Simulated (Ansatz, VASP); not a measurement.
Two plane-wave programs on GaSb

```
Ga Sb
1.0
    -1.68726    2.72638    3.02917
     1.68726   -2.72638    3.02917
     1.68726    2.72638   -3.02917
Ga Sb
1 1
Cartesian
  0.0000 0.0000 0.0000
  0.0000 0.0000 3.0292
```

Change from the starting cell: volume 27.869 Å^3 an atom, stretch along a over the lengths across it, relative to the relaxed cell 1.0000.

Alike in both runs: task single point; functional PBE; k mesh 18 × 18 × 18; occupations gaussian, width 0.15 eV; no spin polarisation.

```csv
,VASP,Ansatz
version,VASP 6.6.1,Ansatz 0.2.0
potentials or method,"VASP PAW PBE potentials, release 64 (Ga_d, Sb), cutoff 520 eV","scalar-relativistic, plane waves, PAW"
valence electrons in the cell,18,28
```

VASP gave:

| Property | Result |
| --- | --- |
| gap on the k mesh at the Fermi level (eV) | none |
| pressure (GPa) | -5.5 |
| traceless stress, the component that is largest in VASP (GPa) | -0.17 |

What did Ansatz give for the same quantities?

gap on the k mesh at the Fermi level (eV): none; pressure (GPa): -5.4; traceless stress, the component that is largest in VASP (GPa): -0.18.

A gap of «none» marks a metal or a gap that the smearing closes. With one functional, cell and mesh, what is left measures potentials, basis and numerics. VASP's potentials hold 18 valence electrons a cell and Ansatz's 28, so a difference there can come from the potentials and not from the codes.

Neither program's run includes spin-orbit coupling.
